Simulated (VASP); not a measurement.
# ZnS (P6_3mc) in VASP: notebook

Runs on ZnS. Level: r2SCAN. Tasks: relaxation of cell and atoms, single point.

All numbers are computed with VASP 6.6.1; they aren't measurements. Logs are shortened: lines on timing, memory, paths and dates and some standing lists are left out, and cuts for length are marked.

### Step 1. The cell of the first run

Symmetry: P6_3mc, No. 186, hexagonal system. The conventional cell has a = 3.782 Å, b = 3.782 Å, c = 6.205 Å, α = 90.00°, β = 90.00°, γ = 120.00°. Within 3.1 Å of Zn (site symmetry 3m) lie 4 S at 2.32 Å. S (site symmetry 3m) has 4 Zn at 2.32 Å within 3.1 Å.

### Step 2. Relaxation of cell and atoms, r2SCAN, target pressure 2 GPa, at which the enthalpy is minimised

Input file POSCAR:

```
ZnS
1.0
    3.7821458647      0.0000000000      0.0000000000
   -1.8910729323      3.2754343996      0.0000000000
    0.0000000000      0.0000000000      6.2048180181
Zn S
2 2
Direct
    0.3333333333      0.6666666667      0.0003440772
    0.6666666667      0.3333333333      0.5003440772
    0.3333333333      0.6666666667      0.3746559228
    0.6666666667      0.3333333333      0.8746559228
```

Input file INCAR.step1:

```
SYSTEM = ZnS
PREC = Accurate
ENCUT = 600
ISMEAR = 0
SIGMA = 0.02
LREAL = .False.
LASPH = .True.
NELM = 100
GGA = PE
ALGO = Normal
EDIFF = 1E-4
LWAVE = .True.
LCHARG = .False.
```

Input file INCAR.step2:

```
SYSTEM = ZnS
PREC = Accurate
ENCUT = 600
EDIFF = 1E-7
ISMEAR = 0
SIGMA = 0.02
LREAL = .False.
LASPH = .True.
NELM = 100
ALGO = Normal
ISIF = 3
LWAVE = .False.
LCHARG = .False.
METAGGA = R2SCAN
LMIXTAU = .True.
IBRION = 2
NSW = 70
EDIFFG = -0.008
PSTRESS = 20.0
ISTART = 1
```

Input file KPOINTS:

```
Automatic mesh
0
Gamma
  6 6 4
  0 0 0
```

Potentials or basis: VASP PAW PBE potentials, release 64 (Zn, S).

On the command line:

```
$ cat potpaw_PBE.64/Zn/POTCAR potpaw_PBE.64/S/POTCAR > POTCAR
$ cp INCAR.step1 INCAR
$ mpirun -np 1 vasp_std > vasp.out
$ cp INCAR.step2 INCAR
$ mpirun -np 1 vasp_std > vasp.out
```

OUTCAR:

```text
SYSTEM = ZnS
   PREC = Accurate
   ENCUT = 600
   EDIFF = 1E-7
   ISMEAR = 0
   LREAL = .False.
   LASPH = .True.
   NELM = 100
   ISIF = 3
   METAGGA = R2SCAN
   IBRION = 2
   NSW = 70
   EDIFFG = -0.008
   PSTRESS = 20.0
   ISTART = 1

 ion  position               nearest neighbor table
   1  0.333  0.667  0.000-   4 2.32   4 2.32   4 2.32   3 2.32
   2  0.667  0.333  0.500-   3 2.32   3 2.32   3 2.32   4 2.32
   3  0.333  0.667  0.375-   2 2.32   2 2.32   2 2.32   1 2.32
   4  0.667  0.333  0.875-   1 2.32   1 2.32   1 2.32   2 2.32

  LATTYP: Found a hexagonal cell.
 ALAT       =     3.7821458647
 C/A-ratio  =     1.6405549231

  Lattice vectors:

 A1 = (   3.7821458647,   0.0000000000,   0.0000000000)
 A2 = (  -1.8910729323,   3.2754343996,   0.0000000000)
 A3 = (   0.0000000000,   0.0000000000,   6.2048180181)

Analysis of symmetry for initial positions (statically):
=====================================================================
 Subroutine PRICEL returns:
 Original cell was already a primitive cell.

 Routine SETGRP: Setting up the symmetry group for a
 hexagonal supercell.

 Subroutine GETGRP returns: Found 12 space group operations
 (whereof  6 operations were pure point group operations)
 out of a pool of 24 trial point group operations.

The static configuration has the point symmetry C_3v.
 The point group associated with its full space group is C_6v.

Analysis of symmetry for dynamics (positions and initial velocities):
=====================================================================
 Subroutine PRICEL returns:
 Original cell was already a primitive cell.

 Routine SETGRP: Setting up the symmetry group for a
 hexagonal supercell.

 Subroutine GETGRP returns: Found 12 space group operations
 (whereof  6 operations were pure point group operations)
 out of a pool of 24 trial point group operations.

The dynamic configuration has the point symmetry C_3v.
 The point group associated with its full space group is C_6v.

 Subroutine INISYM returns: Found 12 space group operations
 (whereof  6 operations are pure point group operations),
 and found     1 'primitive' translations

----------------------------------------------------------------------------------------

                                     Primitive cell

  volume of cell :      76.8663

  direct lattice vectors                    reciprocal lattice vectors
     3.782145865  0.000000000  0.000000000     0.264400167  0.152651508  0.000000000
    -1.891072932  3.275434400  0.000000000     0.000000000  0.305303016  0.000000000
     0.000000000  0.000000000  6.204818018     0.000000000  0.000000000  0.161165081

  length of vectors
     3.782145865  3.782145865  6.204818018     0.305303016  0.305303016  0.161165081

  position of ions in fractional coordinates (direct lattice)
     0.333333333  0.666666667  0.000344077
     0.666666667  0.333333333  0.500344077
     0.333333333  0.666666667  0.374655923
     0.666666667  0.333333333  0.874655923

  ion indices of the primitive-cell ions
   primitive index   ion index
                 1           1
                 2           2
                 3           3
                 4           4

----------------------------------------------------------------------------------------

 KPOINTS: Automatic mesh

Automatic generation of k-mesh.
 Grid dimensions read from file:
 generate k-points for:    6    6    4

 Generating k-lattice:

  Cartesian coordinates                     Fractional coordinates (reciprocal lattice)
     0.044066695  0.025441918  0.000000000     0.166666667 -0.000000000  0.000000000
     0.000000000  0.050883836  0.000000000     0.000000000  0.166666667  0.000000000
     0.000000000  0.000000000  0.040291270     0.000000000  0.000000000  0.250000000

  Length of vectors
     0.050883836  0.050883836  0.040291270

  Shift w.r.t. Gamma in fractional coordinates (k-lattice)
     0.000000000  0.000000000  0.000000000

 Subroutine IBZKPT returns following result:
 ===========================================

 Found     21 irreducible k-points:

 Following reciprocal coordinates:
            Coordinates               Weight
  0.000000  0.000000  0.000000      1.000000
  0.166667  0.000000  0.000000      6.000000
  0.333333  0.000000  0.000000      6.000000
  0.500000  0.000000  0.000000      3.000000
  0.166667  0.166667  0.000000      6.000000
  0.333333  0.166667  0.000000     12.000000
[... 13 lines left out ...]
  0.333333  0.166667  0.500000     12.000000
  0.333333  0.333333  0.500000      2.000000
   k-points           NKPTS =     21   k-points in BZ     NKDIM =     21   number of bands    NBANDS=     22
   number of dos      NEDOS =    301   number of ions     NIONS =      4
   total plane-waves  NPLWV =  45000
   dimension x,y,z NGX =    30 NGY =   30 NGZ =   50
   dimension x,y,z NGXF=    60 NGYF=   60 NGZF=  100
   ions per type =               2   2
   NGX,Y,Z   is equivalent  to a cutoff of  13.19, 13.19, 13.40 a.u.
   NGXF,Y,Z  is equivalent  to a cutoff of  26.37, 26.37, 26.79 a.u.
 SYSTEM =  ZnS
   PREC   = accura    normal or accurate (medium, high low for compatibility)
   ISTART =      1    job   : 0-new  1-cont  2-samecut
   ICHARG =      0    charge: 1-file 2-atom 10-const
   ISPIN  =      1    spin polarized calculation?
   LNONCOLLINEAR =      F non collinear calculations
   LSORBIT =      F    spin-orbit coupling
   LASPH  =      T    aspherical Exc in radial PAW
   ENCUT  =  600.0 eV  44.10 Ry    6.64 a.u.   7.55  7.55 12.39*2*pi/ulx,y,z
   NELM   =    100;   NELMIN=  2; NELMDL=  0     # of ELM steps
   EDIFF  = 0.1E-06   stopping-criterion for ELM
   LREAL  =      F    real-space projection
   EDIFFG = -.8E-02   stopping-criterion for IOM
   NSW    =     70    number of steps for IOM
   IBRION =      2    ionic relax: 0-MD 1-quasi-New 2-CG
   NFREE  =      1    steps in history (QN), initial steepest desc. (CG)
   ISIF   =      3    stress and relaxation
   ISYM   =      2    0-nonsym 1-usesym 2-fastsym
   POTIM  = 0.5000    time-step for ionic-motion
   TEBEG  =    0.0;   TEEND  =   0.0 temperature during run
   PSTRESS=   20.0 pullay stress
   NELECT =      36.0000    total number of electrons
   NUPDOWN=      -1.0000    fix difference up-down
   EMIN   =  10.00;   EMAX   =-10.00  energy-range for DOS
   EFERMI =   0.00;   METHOD = LEGACY
   ISMEAR =     0;   SIGMA  =   0.02  broadening in eV -4-tet -1-fermi 0-gaus
   EFERMI_NEDOS =   21; number of points for ismear=-14 and -15
   IALGO  =     38    algorithm
   IMIX   =      4    mixing-type and parameters
     AMIX     =   0.40;   BMIX     =  1.00
     AMIX_MAG =   1.60;   BMIX_MAG =  1.00
  volume/ion in A,a.u.               =      19.22       129.68
  Fermi-wavevector in a.u.,A,eV,Ry     =   1.271345  2.402495 21.991360  1.616319
  Thomas-Fermi vector in A             =   2.404284
   LORBIT       =      0    0 simple, 1 ext, 2 COOP (PROOUT), +10 PAW based schemes
   METAGGA = R2SCAN    functional components
   LHFCALC =     F    Hartree Fock is set to
   AEXX    =    0.0000 exact exchange contribution
   IVDW    =     0    specifies the selected vdW correction
   LEPSILON=     F    determine dielectric tensor
   LRPA    =     F    only Hartree local field effects (RPA)
 conjugate gradient relaxation of ions
 non-spin polarized calculation
 Gauss-broadening in eV      SIGMA  =   0.02
  energy-cutoff  :      600.00
  volume of cell :       76.87
 maximum number of plane-waves:      2583
   NGX = 15   NGY = 15   NGZ = 25

--------------------------------------- Ionic step        1  -------------------------------------------

 number of electron      36.0000035 magnetization

 Free energy of the ion-electron system (eV)
  ---------------------------------------------------
  ext. energy  EPLUGINS =         0.00000000
  ---------------------------------------------------
  free energy    TOTEN  =       -37.71583422 eV

  energy without entropy =      -37.71583422  energy(sigma->0) =      -37.71583422

------------------------ aborting loop because EDIFF is reached ----------------------------------------

  FORCE on cell =-STRESS in cart. coord.  units (eV):
  Direction    XX          YY          ZZ          XY          YZ          ZX
  --------------------------------------------------------------------------------------
  -------------------------------------------------------------------------------------
  Total        0.7545032      0.7545032      0.7623012      0.0000000      0.0000000      0.0000000
  in kB       15.7266208     15.7266208     15.8891616      0.0000000      0.0000000      0.0000000
  external PRESSURE =      -4.2191989 kB  Pullay stress =      20.0000000 kB

 VOLUME and BASIS-vectors are now :
 -----------------------------------------------------------------------------
  energy-cutoff  :      600.00
  volume of cell :       76.87
      direct lattice vectors                 reciprocal lattice vectors
     3.782145865  0.000000000  0.000000000     0.264400167  0.152651508  0.000000000
    -1.891072932  3.275434400  0.000000000     0.000000000  0.305303016  0.000000000
     0.000000000  0.000000000  6.204818018     0.000000000  0.000000000  0.161165081
[... 90 lines left out ...]
  FREE ENERGIE OF THE ION-ELECTRON SYSTEM (eV)
  ---------------------------------------------------
  free  energy   TOTEN  =       -37.7109547765 eV

  energy  without entropy=      -37.7109547765  energy(sigma->0) =      -37.71095478

  enthalpy is  TOTEN    =       -36.7570226892 eV   P V=        0.9539320873

--------------------------------------- Ionic step        4  -------------------------------------------

 number of electron      36.0000029 magnetization

 Free energy of the ion-electron system (eV)
  ---------------------------------------------------
  ext. energy  EPLUGINS =         0.00000000
  ---------------------------------------------------
  free energy    TOTEN  =       -37.71178781 eV

  energy without entropy =      -37.71178781  energy(sigma->0) =      -37.71178781

 E-fermi :   2.2846     XC(G=0): -10.4356

 val. band max:        2.1503705472   @ k =   0.0000   0.0000   0.0000
 cond. band min:       5.0553815313   @ k =   0.0000   0.0000   0.0000
 fundamental gap:      2.9050109840
 Fermi energy:         2.2846065372

 k-point     1 :       0.0000    0.0000    0.0000
  band No.  band energies     occupation
      1     -11.7817      2.00000
      2     -10.7745      2.00000
      3      -4.4876      2.00000
      4      -4.4715      2.00000
      5      -4.4714      2.00000
      6      -4.3762      2.00000
[... 14 lines left out ...]
     21       8.9283      0.00000
     22       8.9284      0.00000
[... 520 lines left out ...]
 POSITION                                       TOTAL-FORCE (eV/Angst)
 -----------------------------------------------------------------------------------
     -0.00000      2.17997      0.00236        -0.000000     -0.000000      0.004610
      1.88791      1.08999      3.09978         0.000000     -0.000000      0.004610
     -0.00000      2.17997      2.32071         0.000000      0.000000     -0.004610
      1.88791      1.08999      5.41813         0.000000     -0.000000     -0.004610
 -----------------------------------------------------------------------------------
    total drift:                               -0.000000     -0.000000     -0.010299

  FREE ENERGIE OF THE ION-ELECTRON SYSTEM (eV)
  ---------------------------------------------------
  free  energy   TOTEN  =       -37.7117878053 eV

  energy  without entropy=      -37.7117878053  energy(sigma->0) =      -37.71178781

  enthalpy is  TOTEN    =       -36.7570058597 eV   P V=        0.9547819456

 reached required accuracy - stopping structural energy minimisation
```

Wall time 6.8 min (1 thread of AMD EPYC 9R45 (Zen 5), shared host); peak memory 0.21 GiB.

Results:

```yaml
Free_energy: -37.7118 eV
Relaxed_volume: 19.12 Å³/atom
Relaxed_cell: a = 3.776 Å, b = 3.776 Å, c = 6.195 Å, α = 90.00°, β = 90.00°, γ = 120.00°
Space_group_after_relaxing_to_0.05_Å: P6_3mc (No. 186)
Energy_change_on_relaxing_the_enthalpy_is_what_falls: +1.0 meV/atom
Ionic_steps: 4
Pressure_after_relaxing: 2.0 GPa
Largest_force_after_relaxing: 0.005 eV/Å
Band_gap_on_the_k_mesh: 2.90 eV, direct
```

Forces in eV/Å, atoms in the order of the input:
```
Zn   0.000  0.000  0.005
Zn   0.000  0.000  0.005
S    0.000  0.000 -0.005
S    0.000  0.000 -0.005
```

Step by step:
```
step  energy change (eV)  largest force (eV/Å)  pressure (GPa)  volume (Å³)
   1              0.0000                0.0071            1.58        76.87
   2              0.0063                0.0034            2.21        76.30
   3              0.0049                0.0042            2.08        76.42
   4              0.0040                0.0046            2.01        76.49
```

Final structure:
```
Zn S
1.0
     3.77583    0.00000    0.00000
    -1.88791    3.26996    0.00000
     0.00000    0.00000    6.19484
Zn S
2 2
Cartesian
  0.0000 2.1800 0.0024
  1.8879 1.0900 3.0998
  0.0000 2.1800 2.3207
  1.8879 1.0900 5.4181
```

Caveat: the cell is relaxed towards a set pressure, so the enthalpy falls and the energy may rise; the PAW data sets were made with another functional, which shifts forces and pressure a little. r2SCAN opens gaps a little over a GGA but as a rule still falls short of measured ones.

[end of part 1 of 2]
